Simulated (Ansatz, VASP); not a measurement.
SrCaZnC6N6: VASP beside Ansatz

```
Sr Ca Zn C N
1.0
     0.00000    5.73502    5.73502
     5.73502    0.00000    5.73502
     5.73502    5.73502    0.00000
Sr Ca Zn C N
1 1 1 6 6
Cartesian
  2.8675 2.8675 2.8675
  5.7350 5.7350 5.7350
  0.0000 0.0000 0.0000
  2.1862 5.7350 5.7350
  5.7350 9.2838 5.7350
  5.7350 5.7350 9.2838
  9.2838 5.7350 5.7350
  5.7350 2.1862 5.7350
  5.7350 5.7350 2.1862
  3.3570 5.7350 5.7350
  5.7350 8.1130 5.7350
  5.7350 5.7350 8.1130
  8.1130 5.7350 5.7350
  5.7350 3.3570 5.7350
  5.7350 5.7350 3.3570
```

Alike in both runs: task relaxation of cell and atoms; functional PBE; k mesh 4 × 4 × 4; occupations gaussian, width 0.02 eV; no spin polarisation.

```csv
,VASP,Ansatz
version,VASP 6.6.1,Ansatz 0.2.0
potentials or method,"VASP PAW PBE potentials, release 64 (Sr_sv, Ca_sv, Zn, C, N), cutoff 600 eV","scalar-relativistic, plane waves, PAW"
valence electrons in the cell,86,86
```

|  | VASP | Ansatz | Ansatz less VASP |
| --- | --- | --- | --- |
| gap on the k mesh at the Fermi level, each at its own relaxed structure (eV) | 1.61 | 1.61 | 0.000 |
| relaxed volume (Å³/atom) | 25.37 | 25.35 | -0.020 |
| relaxed length of the cell vector where the two differ most in proportion (Å) | 8.134 | 8.132 | -0.0021 |

Ansatz's warnings: xc potential rough in thin density.

Noted on VASP's run: the standard files for N, O and F lose accuracy on very short bonds.
